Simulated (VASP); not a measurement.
# Co (P6_3/mmc) in VASP: notebook

Runs on Co. Level: PBE. Tasks: single point.

Program: VASP 6.6.1. These are calculated values, not measurements. Logs are shortened: lines on timing, memory, paths and dates and some standing lists are left out, and cuts for length are marked.

### Step 1. The cell of the first run

The structure is hexagonal, space group P6_3/mmc (No. 194). The conventional cell has a = 2.427 Å, b = 2.427 Å, c = 7.860 Å, α = 90.00°, β = 90.00°, γ = 120.00°. Within 3.2 Å of Co (site symmetry -3m) lie 12 Co at 2.41 to 2.43 Å. Within 3.2 Å of Co (site symmetry -6m2) lie 12 Co at 2.41 to 2.43 Å.

### Step 2. Single point, PBE, collinear spin, ferromagnetic start (10.02 Å³/atom)

The input, INCAR:

```
PREC = Accurate ; ENCUT = 520
EDIFF = 1E-6 ; ISMEAR = -1
SIGMA = 0.05 ; LREAL = F
LASPH = T ; NELM = 150
ALGO = Normal ; ISIF = 2
LWAVE = F ; LCHARG = F
ISPIN = 2 ; MAGMOM = 1.707 1.707 1.725 1.725
LORBIT = 11 ; LMAXMIX = 4
GGA = PE ; NBANDS = 30
```

The input, KPOINTS:

```
regular mesh
0
Gamma
  16 16 5
```

The input, POSCAR:

```
Co
1.0
    2.4267791068      0.0000000000      0.0000000000
   -1.2133895534      2.1016523559      0.0000000000
    0.0000000000      0.0000000000      7.8601926112
Co
4
Direct
    0.0000000000      1.0000000000      0.0000000000
    1.0000000000      1.0000000000      0.5000000000
    0.3333333333      0.6666666667      0.2500000000
    0.6666666667      0.3333333333      0.7500000000
```

Potentials or basis: VASP PAW PBE potentials, release 64 (Co).

Launch:

```sh
$ cat potpaw_PBE.64/Co/POTCAR > POTCAR
$ mpirun -np 1 vasp_std > vasp.out
```

OUTCAR:

```text
PREC = Accurate
   ENCUT = 520
   EDIFF = 1E-6
   ISMEAR = -1
   LREAL = F
   LASPH = T
   NELM = 150
   ISIF = 2
   ISPIN = 2
   LORBIT = 11
   GGA = PE

 ion  position               nearest neighbor table
   1  0.000  0.000  0.000-   3 2.41   4 2.41   4 2.41   3 2.41   4 2.41   3 2.41
   2  0.000  0.000  0.500-   3 2.41   4 2.41   4 2.41   3 2.41   4 2.41   3 2.41
   3  0.333  0.667  0.250-   1 2.41   2 2.41   1 2.41   2 2.41   1 2.41   2 2.41
   4  0.667  0.333  0.750-   1 2.41   2 2.41   1 2.41   2 2.41   1 2.41   2 2.41

  LATTYP: Found a hexagonal cell.
 ALAT       =     2.4267791068
 C/A-ratio  =     3.2389402847

  Lattice vectors:

 A1 = (   2.4267791068,   0.0000000000,   0.0000000000)
 A2 = (  -1.2133895534,   2.1016523559,   0.0000000000)
 A3 = (   0.0000000000,   0.0000000000,   7.8601926112)

Analysis of symmetry for initial positions (statically):
=====================================================================
 Subroutine PRICEL returns:
 Original cell was already a primitive cell.

 Routine SETGRP: Setting up the symmetry group for a
 hexagonal supercell.

 Subroutine GETGRP returns: Found 24 space group operations
 (whereof 12 operations were pure point group operations)
 out of a pool of 24 trial point group operations.

The static configuration has the point symmetry D_3d.
 The point group associated with its full space group is D_6h.

Analysis of symmetry for dynamics (positions and initial velocities):
=====================================================================
 Subroutine PRICEL returns:
 Original cell was already a primitive cell.

 Routine SETGRP: Setting up the symmetry group for a
 hexagonal supercell.

 Subroutine GETGRP returns: Found 24 space group operations
 (whereof 12 operations were pure point group operations)
 out of a pool of 24 trial point group operations.

The dynamic configuration has the point symmetry D_3d.
 The point group associated with its full space group is D_6h.

Analysis of structural, dynamic, and magnetic symmetry:
=====================================================================
 Subroutine PRICEL returns:
 Original cell was already a primitive cell.

 Routine SETGRP: Setting up the symmetry group for a
 hexagonal supercell.

 Subroutine GETGRP returns: Found 24 space group operations
 (whereof 12 operations were pure point group operations)
 out of a pool of 24 trial point group operations.

The overall configuration has the point symmetry D_3d.
 The point group associated with its full space group is D_6h.

 Subroutine INISYM returns: Found 24 space group operations
 (whereof 12 operations are pure point group operations),
 and found     1 'primitive' translations

----------------------------------------------------------------------------------------

                                     Primitive cell

  volume of cell :      40.0889

  direct lattice vectors                    reciprocal lattice vectors
     2.426779107  0.000000000  0.000000000     0.412068819  0.237908043  0.000000000
    -1.213389553  2.101652356  0.000000000     0.000000000  0.475816087  0.000000000
     0.000000000  0.000000000  7.860192611     0.000000000  0.000000000  0.127223345

  length of vectors
     2.426779107  2.426779107  7.860192611     0.475816087  0.475816087  0.127223345

  position of ions in fractional coordinates (direct lattice)
     0.000000000  0.000000000  0.000000000
     0.000000000  0.000000000  0.500000000
     0.333333333  0.666666667  0.250000000
     0.666666667  0.333333333  0.750000000

  ion indices of the primitive-cell ions
   primitive index   ion index
                 1           1
                 2           2
                 3           3
                 4           4

----------------------------------------------------------------------------------------

 KPOINTS: regular mesh

Automatic generation of k-mesh.
 Grid dimensions read from file:
 generate k-points for:   16   16    5

 Generating k-lattice:

  Cartesian coordinates                     Fractional coordinates (reciprocal lattice)
     0.025754301  0.014869253  0.000000000     0.062500000  0.000000000  0.000000000
     0.000000000  0.029738505  0.000000000     0.000000000  0.062500000  0.000000000
     0.000000000  0.000000000  0.025444669     0.000000000  0.000000000  0.200000000

  Length of vectors
     0.029738505  0.029738505  0.025444669

  Shift w.r.t. Gamma in fractional coordinates (k-lattice)
     0.000000000  0.000000000  0.000000000

 Subroutine IBZKPT returns following result:
 ===========================================

 Found     90 irreducible k-points:

 Following reciprocal coordinates:
            Coordinates               Weight
  0.000000  0.000000  0.000000      1.000000
  0.062500  0.000000  0.000000      6.000000
  0.125000  0.000000  0.000000      6.000000
  0.187500  0.000000  0.000000      6.000000
  0.250000  0.000000  0.000000      6.000000
  0.312500  0.000000  0.000000      6.000000
[... 16 lines left out ...]
  0.187500  0.187500  0.000000      6.000000
  0.250000  0.187500  0.000000     12.000000
 [... further k-points ...]
   k-points           NKPTS =     90   k-points in BZ     NKDIM =     90   number of bands    NBANDS=     30
   number of dos      NEDOS =    301   number of ions     NIONS =      4
   total plane-waves  NPLWV =  19440
   dimension x,y,z NGX =    18 NGY =   18 NGZ =   60
   dimension x,y,z NGXF=    36 NGYF=   36 NGZF=  120
   ions per type =               4
   NGX,Y,Z   is equivalent  to a cutoff of  12.33, 12.33, 12.69 a.u.
   NGXF,Y,Z  is equivalent  to a cutoff of  24.66, 24.66, 25.38 a.u.
 SYSTEM =  unknown system
   PREC   = accura    normal or accurate (medium, high low for compatibility)
   ISTART =      0    job   : 0-new  1-cont  2-samecut
   ICHARG =      2    charge: 1-file 2-atom 10-const
   ISPIN  =      2    spin polarized calculation?
   LNONCOLLINEAR =      F non collinear calculations
   LSORBIT =      F    spin-orbit coupling
   LASPH  =      T    aspherical Exc in radial PAW
   ENCUT  =  520.0 eV  38.22 Ry    6.18 a.u.   4.51  4.51 14.61*2*pi/ulx,y,z
   NELM   =    150;   NELMIN=  2; NELMDL= -5     # of ELM steps
   EDIFF  = 0.1E-05   stopping-criterion for ELM
   LREAL  =      F    real-space projection
   EDIFFG = 0.1E-04   stopping-criterion for IOM
   NSW    =      0    number of steps for IOM
   IBRION =     -1    ionic relax: 0-MD 1-quasi-New 2-CG
   NFREE  =      0    steps in history (QN), initial steepest desc. (CG)
   ISIF   =      2    stress and relaxation
   ISYM   =      2    0-nonsym 1-usesym 2-fastsym
   POTIM  = 0.5000    time-step for ionic-motion
   TEBEG  =    0.0;   TEEND  =   0.0 temperature during run
   PSTRESS=    0.0 pullay stress
   NELECT =      36.0000    total number of electrons
   NUPDOWN=      -1.0000    fix difference up-down
   EMIN   =  10.00;   EMAX   =-10.00  energy-range for DOS
   EFERMI =   0.00;   METHOD = LEGACY
   ISMEAR =    -1;   SIGMA  =   0.05  broadening in eV -4-tet -1-fermi 0-gaus
   EFERMI_NEDOS =   21; number of points for ismear=-14 and -15
   IALGO  =     38    algorithm
   IMIX   =      4    mixing-type and parameters
     AMIX     =   0.40;   BMIX     =  1.00
     AMIX_MAG =   1.60;   BMIX_MAG =  1.00
  volume/ion in A,a.u.               =      10.02        67.63
  Fermi-wavevector in a.u.,A,eV,Ry     =   1.579432  2.984693 33.941161  2.494605
  Thomas-Fermi vector in A             =   2.679812
   LORBIT       =     11    0 simple, 1 ext, 2 COOP (PROOUT), +10 PAW based schemes
   GGA     = PE    functional components
   LHFCALC =     F    Hartree Fock is set to
   AEXX    =    0.0000 exact exchange contribution
   IVDW    =     0    specifies the selected vdW correction
   LEPSILON=     F    determine dielectric tensor
   LRPA    =     F    only Hartree local field effects (RPA)
 spin polarized calculation
  energy-cutoff  :      520.00
  volume of cell :       40.09
 maximum number of plane-waves:      1104
   NGX =  9   NGY =  9   NGZ = 29

 number of electron      35.9999979 magnetization       6.2587727

 Free energy of the ion-electron system (eV)
  ---------------------------------------------------
  ext. energy  EPLUGINS =         0.00000000
  ---------------------------------------------------
  free energy    TOTEN  =       -27.94453783 eV

  energy without entropy =      -27.91571853  energy(sigma->0) =      -27.93012818

 E-fermi :  11.4810     XC(G=0): -13.8779

 val. band max:       11.4806329330   @ k =   0.2500   0.1250   0.0000
 cond. band min:      11.4820958733   @ k =   0.1875   0.0625   0.4000
 fundamental gap:      0.0014629402
 Fermi energy:        11.4810278675

 spin component 1

 k-point     1 :       0.0000    0.0000    0.0000
  band No.  band energies     occupation
      1       2.0392      1.00000
      2       4.3843      1.00000
      3       4.4036      1.00000
      4       5.9250      1.00000
      5       8.3338      1.00000
      6       8.3652      1.00000
[... 781 lines left out ...]
     29      24.2110      0.00000
     30      25.7618      0.00000

 [... further k-points ...]

 spin component 2

 k-point     1 :       0.0000    0.0000    0.0000
  band No.  band energies     occupation
      1       2.0608      1.00000
      2       4.4910      1.00000
      3       4.4932      1.00000
      4       6.8186      1.00000
      5       9.6122      1.00000
      6       9.6748      1.00000
[... 781 lines left out ...]
     29      24.7465      0.00000
     30      26.2364      0.00000

 [... further k-points ...]
[... 5 lines left out ...]
  --------------------------------------------------------------------------------------
  -------------------------------------------------------------------------------------
  Total        4.9861829      4.9861829      5.1994049     -0.0000000     -0.0000000      0.0000000
  in kB      199.2757599    199.2757599    207.7973038     -0.0000000     -0.0000000      0.0000000
  external PRESSURE =     202.1162745 kB  Pullay stress =       0.0000000 kB

 VOLUME and BASIS-vectors are now :
 -----------------------------------------------------------------------------
  energy-cutoff  :      520.00
  volume of cell :       40.09
      direct lattice vectors                 reciprocal lattice vectors
     2.426779107  0.000000000  0.000000000     0.412068819  0.237908043  0.000000000
    -1.213389553  2.101652356  0.000000000     0.000000000  0.475816087  0.000000000
     0.000000000  0.000000000  7.860192611     0.000000000  0.000000000  0.127223345

 POSITION                                       TOTAL-FORCE (eV/Angst)
 -----------------------------------------------------------------------------------
      0.00000      0.00000      0.00000         0.000000      0.000000     -0.000000
      0.00000      0.00000      3.93010         0.000000      0.000000     -0.000000
     -0.00000      1.40110      1.96505        -0.000000      0.000000      0.000000
      1.21339      0.70055      5.89514         0.000000     -0.000000      0.000000
 -----------------------------------------------------------------------------------
    total drift:                                0.000000     -0.000000      0.000000

  FREE ENERGIE OF THE ION-ELECTRON SYSTEM (eV)
  ---------------------------------------------------
  free  energy   TOTEN  =       -27.9445378320 eV

  energy  without entropy=      -27.9157185318  energy(sigma->0) =      -27.93012818

 total charge

# of ion       s       p       d       tot
------------------------------------------
    1        0.525   0.594   7.323   8.443
    2        0.525   0.594   7.323   8.443
    3        0.525   0.597   7.315   8.437
    4        0.525   0.597   7.315   8.437
--------------------------------------------------
tot          2.100   2.383  29.277  33.760

 magnetization (x)

# of ion       s       p       d       tot
------------------------------------------
    1       -0.015  -0.052   1.626   1.558
    2       -0.015  -0.052   1.626   1.558
    3       -0.015  -0.053   1.646   1.578
    4       -0.015  -0.053   1.646   1.578
--------------------------------------------------
tot         -0.059  -0.211   6.543   6.272
```

It took 3.2 min on 1 thread of Oxide Virtual Turin-like, shared host; peak memory 0.23 GiB.

Results:

- Free energy: -27.9445 eV
- Pressure: 20.2 GPa
- Net moment: 6.26 μB per cell
- Site moments: Co +1.56, +1.58 (each value once) μB
- Valence electrons inside the program's atomic spheres: Co 8.44

Caveat: the cell stands under pressure.

(Part 1 of 2 ends here.)
